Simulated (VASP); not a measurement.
# SiGe (P6_3mc) in VASP: notebook, part 2 of 2

VASP 6.6.1.

**5. Single point, r2SCAN (23.43 Å³/atom)**

This run uses another cell than the first one, of 23.43 Å³/atom.

POSCAR reads:

```
SiGe
1.0
    4.0326252856      0.0000000000      0.0000000000
   -2.0163126428      3.4923559413      0.0000000000
    0.0000000000      0.0000000000      6.6546924153
Si Ge
2 2
Direct
    0.6666666667      0.3333333333      0.8748239619
    0.3333333333      0.6666666667      0.3748239619
    0.6666666667      0.3333333333      0.5001750381
    0.3333333333      0.6666666667      0.0001750381
```

INCAR.step1 reads:

```
SYSTEM = SiGe
PREC = Accurate
ENCUT = 520
ISMEAR = 0
SIGMA = 0.02
LREAL = .False.
LASPH = .True.
NELM = 80
NBANDS = 26
GGA = PE
ALGO = Normal
EDIFF = 1E-4
LWAVE = .True.
LCHARG = .False.
```

INCAR.step2 reads:

```
SYSTEM = SiGe
PREC = Accurate
ENCUT = 520
EDIFF = 1E-7
ISMEAR = 0
SIGMA = 0.02
LREAL = .False.
LASPH = .True.
NELM = 80
ALGO = Normal
ISIF = 2
LWAVE = .False.
LCHARG = .False.
METAGGA = R2SCAN
LMIXTAU = .True.
NBANDS = 26
ISTART = 1
```

KPOINTS reads:

```
regular mesh
0
Gamma
  12 12 4
  0 0 0
```

Command:

```bash
> cat potpaw_PBE.64/Si/POTCAR potpaw_PBE.64/Ge_d/POTCAR > POTCAR
> cp INCAR.step1 INCAR
> mpirun -np 1 vasp_std > vasp.out
> cp INCAR.step2 INCAR
> mpirun -np 1 vasp_std > vasp.out
```

Run time: 3.7 min. Hardware: 1 thread of Intel Xeon 6975P-C (Granite Rapids), shared host; peak memory 0.28 GiB.

It converged, with:

| Property | Result |
| --- | --- |
| Free energy | -44.9871 eV |
| Pressure | -6.5 GPa |
| Largest force | 0.010 eV/Å |
| Band gap on the k mesh | 0.48 eV |

Forces in eV/Å, atoms in the order of the input:
```
Si   0.000  0.000 -0.010
Si   0.000  0.000 -0.010
Ge   0.000  0.000  0.010
Ge   0.000  0.000  0.010
```

Stress tensor (GPa, compression positive):
```
-6.53  0.00  0.00
 0.00 -6.53  0.00
 0.00  0.00 -6.45
```

Levels at points of the mesh, in eV from the valence-band top:
| k point | band 16 | band 17 | band 18 | band 19 | band 20 | band 21 |
| --- | --- | --- | --- | --- | --- | --- |
| (0.00, 0.00, 0.00) | -0.25 | 0.00 | 0.00 | 0.48 | 1.03 | 2.27 |
| (0.50, 0.00, 0.00) | -2.99 | -2.71 | -1.45 | 0.79 | 2.08 | 3.60 |
| (0.00, 0.00, 0.50) | -0.91 | -0.91 | -0.91 | 1.23 | 1.23 | 3.31 |
| (0.50, 0.00, 0.50) | -2.45 | -2.37 | -2.37 | 0.88 | 0.88 | 2.24 |

Caveat: the cell stands under tension; the PAW data sets were made with another functional, which shifts forces and pressure a little. A k mesh can miss the band edges.

**6. Relaxation of shape and atoms at fixed volume, r2SCAN (22.58 Å³/atom)**

This run uses another cell than the first one, of 22.58 Å³/atom.

POSCAR reads:

```
SiGe
1.0
    3.9822523240      0.0000000000      0.0000000000
   -1.9911261620      3.4487316769      0.0000000000
    0.0000000000      0.0000000000      6.5759629256
Si Ge
2 2
Direct
    0.6666666667      0.3333333333      0.8746347126
    0.3333333333      0.6666666667      0.3746347126
    0.6666666667      0.3333333333      0.5003642874
    0.3333333333      0.6666666667      0.0003642874
```

INCAR.step1 reads:

```
PREC = Accurate
ENCUT = 600
ISMEAR = 0
SIGMA = 0.02
LREAL = F
LASPH = T
NELM = 100
GGA = PE
ALGO = Normal
EDIFF = 1E-4
LWAVE = T
LCHARG = F
```

INCAR.step2 reads:

```
PREC = Accurate
ENCUT = 600
EDIFF = 1E-7
ISMEAR = 0
SIGMA = 0.02
LREAL = F
LASPH = T
NELM = 100
ALGO = Normal
ISIF = 4
LWAVE = F
LCHARG = F
METAGGA = R2SCAN
LMIXTAU = T
IBRION = 2
NSW = 50
EDIFFG = -0.01
ISTART = 1
```

KPOINTS reads:

```
Automatic mesh
0
Gamma
  12 12 4
```

Potentials or basis: VASP PAW PBE potentials, release 64 (Si, Ge_d).

Command:

```bash
> cat potpaw_PBE.64/Si/POTCAR potpaw_PBE.64/Ge_d/POTCAR > POTCAR
> cp INCAR.step1 INCAR
> mpirun -np 1 vasp_std > vasp.out
> cp INCAR.step2 INCAR
> mpirun -np 1 vasp_std > vasp.out
```

Run time: 13 min. Hardware: 1 thread of Oxide Virtual Turin-like, shared host; peak memory 0.28 GiB.

The run converged. Its results:

- Free energy: -45.1040 eV
- Pressure after relaxing: -4.3 GPa
- Largest force after relaxing: 0.006 eV/Å
- Band gap on the k mesh: 0.59 eV

Forces on the atoms (eV/Å):
```
Si   0.000  0.000  0.006
Si   0.000  0.000  0.006
Ge   0.000  0.000 -0.006
Ge   0.000  0.000 -0.006
```

Final structure:
```yaml
crystal:
  lattice:
    - [3.98225, 0.00000, 0.00000]
    - [-1.99113, 3.44873, 0.00000]
    - [0.00000, 0.00000, 6.57596]
  atoms:
    - { symbol: Si, position: [0.66667, 0.33333, 0.87463] }
    - { symbol: Si, position: [0.33333, 0.66667, 0.37463] }
    - { symbol: Ge, position: [0.66667, 0.33333, 0.50036] }
    - { symbol: Ge, position: [0.33333, 0.66667, 0.00036] }
```

Levels at points of the mesh, in eV from the valence-band top:
| k point | band 16 | band 17 | band 18 | band 19 | band 20 | band 21 |
| --- | --- | --- | --- | --- | --- | --- |
| (0.00, 0.00, 0.00) | -0.29 | 0.00 | 0.00 | 0.60 | 1.39 | 2.25 |
| (0.50, 0.00, 0.00) | -3.11 | -2.86 | -1.51 | 0.74 | 2.18 | 3.58 |
| (0.00, 0.00, 0.50) | -0.95 | -0.95 | -0.95 | 1.37 | 1.37 | 3.32 |
| (0.50, 0.00, 0.50) | -2.55 | -2.47 | -2.47 | 0.90 | 0.90 | 2.20 |

Caveat: the relaxation stopped at its first step, so nothing moved; the PAW data sets were made with another functional, which shifts forces and pressure a little. A k mesh can miss the band edges.

**7. Relaxation of shape and atoms at fixed volume, r2SCAN (23.43 Å³/atom)**

This run uses another cell than the first one, of 23.43 Å³/atom.

POSCAR reads:

```
SiGe
1.0
    4.0317263558      0.0000000000      0.0000000000
   -2.0158631779      3.4915774452      0.0000000000
    0.0000000000      0.0000000000      6.6576602597
Si Ge
2 2
Direct
    0.6666666667      0.3333333333      0.8746347126
    0.3333333333      0.6666666667      0.3746347126
    0.6666666667      0.3333333333      0.5003642874
    0.3333333333      0.6666666667      0.0003642874
```

INCAR.step1 reads:

```
SYSTEM = SiGe
ALGO = Normal
EDIFF = 1E-4
ENCUT = 600
GGA = PE
ISMEAR = 0
LASPH = .TRUE.
LCHARG = .FALSE.
LREAL = .FALSE.
LWAVE = .TRUE.
NELM = 100
PREC = Accurate
SIGMA = 0.02
```

INCAR.step2 reads:

```
SYSTEM = SiGe
ALGO = Normal
EDIFF = 1E-6
EDIFFG = -0.01
ENCUT = 600
IBRION = 2
ISIF = 4
ISMEAR = 0
ISTART = 1
LASPH = .TRUE.
LCHARG = .FALSE.
LMIXTAU = .TRUE.
LREAL = .FALSE.
LWAVE = .FALSE.
METAGGA = R2SCAN
NELM = 100
NSW = 50
PREC = Accurate
SIGMA = 0.02
```

KPOINTS reads:

```
k-points
0
G
  12 12 4
  0 0 0
```

Potentials or basis: VASP PAW PBE potentials, release 64 (Si, Ge_d).

Command:

```bash
> cat potpaw_PBE.64/Si/POTCAR potpaw_PBE.64/Ge_d/POTCAR > POTCAR
> cp INCAR.step1 INCAR
> mpirun -np 1 vasp_std > vasp.out
> cp INCAR.step2 INCAR
> mpirun -np 1 vasp_std > vasp.out
```

OUTCAR:

```text
SYSTEM = SiGe
   EDIFF = 1E-6
   EDIFFG = -0.01
   ENCUT = 600
   IBRION = 2
   ISIF = 4
   ISMEAR = 0
   ISTART = 1
   LASPH = .TRUE.
   LREAL = .FALSE.
   METAGGA = R2SCAN
   NELM = 100
   NSW = 50
   PREC = Accurate

 ion  position               nearest neighbor table
   1  0.667  0.333  0.875-   4 2.47   4 2.47   4 2.47   3 2.49
   2  0.333  0.667  0.375-   3 2.47   3 2.47   3 2.47   4 2.49
   3  0.667  0.333  0.500-   2 2.47   2 2.47   2 2.47   1 2.49
   4  0.333  0.667  0.000-   1 2.47   1 2.47   1 2.47   2 2.49

  LATTYP: Found a hexagonal cell.
 ALAT       =     4.0317263558
 C/A-ratio  =     1.6513174933

  Lattice vectors:

 A1 = (   4.0317263558,   0.0000000000,   0.0000000000)
 A2 = (  -2.0158631779,   3.4915774452,   0.0000000000)
 A3 = (   0.0000000000,   0.0000000000,   6.6576602597)

Analysis of symmetry for initial positions (statically):
=====================================================================
 Subroutine PRICEL returns:
 Original cell was already a primitive cell.

 Routine SETGRP: Setting up the symmetry group for a
 hexagonal supercell.

 Subroutine GETGRP returns: Found 12 space group operations
 (whereof  6 operations were pure point group operations)
 out of a pool of 24 trial point group operations.

The static configuration has the point symmetry C_3v.
 The point group associated with its full space group is C_6v.

Analysis of symmetry for dynamics (positions and initial velocities):
=====================================================================
 Subroutine PRICEL returns:
 Original cell was already a primitive cell.

 Routine SETGRP: Setting up the symmetry group for a
 hexagonal supercell.
[... 182 lines left out ...]
      2.01586      1.16386      5.82302        -0.000000     -0.000000      0.015230
     -0.00000      2.32772      2.49419        -0.000000      0.000000      0.015230
      2.01586      1.16386      3.33126         0.000000      0.000000     -0.015230
     -0.00000      2.32772      0.00243        -0.000000     -0.000000     -0.015230
 -----------------------------------------------------------------------------------
    total drift:                               -0.000000     -0.000000      0.006173

  FREE ENERGIE OF THE ION-ELECTRON SYSTEM (eV)
  ---------------------------------------------------
  free  energy   TOTEN  =       -44.9879083579 eV

  energy  without entropy=      -44.9879083579  energy(sigma->0) =      -44.98790836

--------------------------------------- Ionic step        2  -------------------------------------------

 number of electron      35.9999995 magnetization

 Free energy of the ion-electron system (eV)
  ---------------------------------------------------
  ext. energy  EPLUGINS =         0.00000000
  ---------------------------------------------------
  free energy    TOTEN  =       -44.98792707 eV

  energy without entropy =      -44.98792707  energy(sigma->0) =      -44.98792707

 E-fermi :   4.6642     XC(G=0):  -9.9383

 val. band max:        4.5220056055   @ k =   0.0000   0.0000   0.0000
 cond. band min:       5.0138204844   @ k =   0.0000   0.0000   0.0000
 fundamental gap:      0.4918148789
 Fermi energy:         4.6642122455

 k-point     1 :       0.0000    0.0000    0.0000
  band No.  band energies     occupation
      1     -20.6228      2.00000
      2     -20.6227      2.00000
      3     -20.6200      2.00000
      4     -20.6200      2.00000
      5     -20.6178      2.00000
      6     -20.6178      2.00000
[... 589 lines left out ...]
     21       7.2308      0.00000
     22       8.7770      0.00000

 [... further k-points ...]

------------------------ aborting loop because EDIFF is reached ----------------------------------------

  FORCE on cell =-STRESS in cart. coord.  units (eV):
  Direction    XX          YY          ZZ          XY          YZ          ZX
  --------------------------------------------------------------------------------------
  -------------------------------------------------------------------------------------
  Total       -3.7940737     -3.7940737     -3.8283755      0.0000000      0.0000000      0.0000000
  in kB      -64.8607538    -64.8607538    -65.4471515      0.0000000      0.0000000      0.0000000
  external PRESSURE =     -65.0562197 kB  Pullay stress =       0.0000000 kB

 VOLUME and BASIS-vectors are now :
 -----------------------------------------------------------------------------
  energy-cutoff  :      600.00
  volume of cell :       93.72
      direct lattice vectors                 reciprocal lattice vectors
     4.031151168  0.000000000  0.000000000     0.248068097  0.143222183  0.000000000
    -2.015575584  3.491079318  0.000000000     0.000000000  0.286444365 -0.000000000
    -0.000000000  0.000000000  6.659560302     0.000000000 -0.000000000  0.150160064

 POSITION                                       TOTAL-FORCE (eV/Angst)
 -----------------------------------------------------------------------------------
      2.01558      1.16369      5.82542         0.000000     -0.000000     -0.002966
     -0.00000      2.32739      2.49564         0.000000     -0.000000     -0.002966
      2.01558      1.16369      3.33147        -0.000000      0.000000      0.002966
     -0.00000      2.32739      0.00169        -0.000000      0.000000      0.002966
 -----------------------------------------------------------------------------------
    total drift:                               -0.000000     -0.000000      0.008340

  FREE ENERGIE OF THE ION-ELECTRON SYSTEM (eV)
  ---------------------------------------------------
  free  energy   TOTEN  =       -44.9879270682 eV

  energy  without entropy=      -44.9879270682  energy(sigma->0) =      -44.98792707

 reached required accuracy - stopping structural energy minimisation
```

It took 11 min on 1 thread of Oxide Virtual Turin-like, shared host; peak memory 0.3 GiB.

Results:

```
Free energy               : -44.9879 eV
Energy gained by relaxing : 0.0 meV/atom
Ionic steps               : 2
Pressure after relaxing   : -6.5 GPa
Band gap on the k mesh    : 0.49 eV
```

Forces in eV/Å, atoms in the order of the input:
```
Si   0.000  0.000 -0.003
Si   0.000  0.000 -0.003
Ge   0.000  0.000  0.003
Ge   0.000  0.000  0.003
```

Final structure:
```yaml
crystal:
  lattice:
    - [4.03115, 0.00000, 0.00000]
    - [-2.01558, 3.49108, 0.00000]
    - [0.00000, 0.00000, 6.65956]
  atoms:
    - { symbol: Si, position: [0.66667, 0.33333, 0.87475] }
    - { symbol: Si, position: [0.33333, 0.66667, 0.37474] }
    - { symbol: Ge, position: [0.66667, 0.33333, 0.50025] }
    - { symbol: Ge, position: [0.33333, 0.66667, 0.00025] }
```

Levels at points of the mesh, in eV from the valence-band top:
```
           k point  band 16  band 17  band 18  band 19  band 20  band 21
(0.00, 0.00, 0.00)    -0.26     0.00     0.00     0.49     1.03     2.27
(0.50, 0.00, 0.00)    -2.99    -2.72    -1.45     0.79     2.08     3.60
(0.00, 0.00, 0.50)    -0.90    -0.90    -0.90     1.24     1.24     3.31
(0.50, 0.00, 0.50)    -2.45    -2.37    -2.37     0.88     0.88     2.24
```

Caveat: the PAW data sets were made with another functional, which shifts forces and pressure a little.

**8. The runs side by side**

```tsv
task	cell	cutoff (eV)	gap on the mesh (eV)	pressure (GPa)	largest force (eV/Å)
single point	a = 3.943, b = 3.943, c = 6.415 Å, angles 90.0, 90.0, 120.0°, 4 atoms	520	0.56	-1.1	0.15
single point	a = 3.944, b = 3.944, c = 6.513 Å, angles 90.0, 90.0, 120.0°, 4 atoms	520	0.68	-2.4	0.01
single point	a = 3.982, b = 3.982, c = 6.576 Å, angles 90.0, 90.0, 120.0°, 4 atoms	520	0.59	-4.4	-
single point	a = 4.033, b = 4.033, c = 6.655 Å, angles 90.0, 90.0, 120.0°, 4 atoms	520	0.48	-6.5	0.01
relaxation of shape and atoms at fixed volume	relaxed from a = 3.982, b = 3.982, c = 6.576 Å, angles 90.0, 90.0, 120.0°, 4 atoms	600	0.59	-4.3	0.01
relaxation of shape and atoms at fixed volume	relaxed from a = 4.032, b = 4.032, c = 6.658 Å, angles 90.0, 90.0, 120.0°, 4 atoms	600	0.49	-6.5	-
```

Alike in all rows: level r2SCAN; potentials or basis VASP PAW PBE potentials, release 64 (Si, Ge_d); no spin polarisation; k mesh 12 × 12 × 4; smearing gaussian 0.02 eV.

Caveats: the PAW data sets were made with another functional, which shifts forces and pressure a little; the cell stands under tension (at least some runs); the relaxation stopped at its first step, so nothing moved (at least some runs).

Total energies depend on the potentials used, so only differences within one code and one set of settings carry meaning.
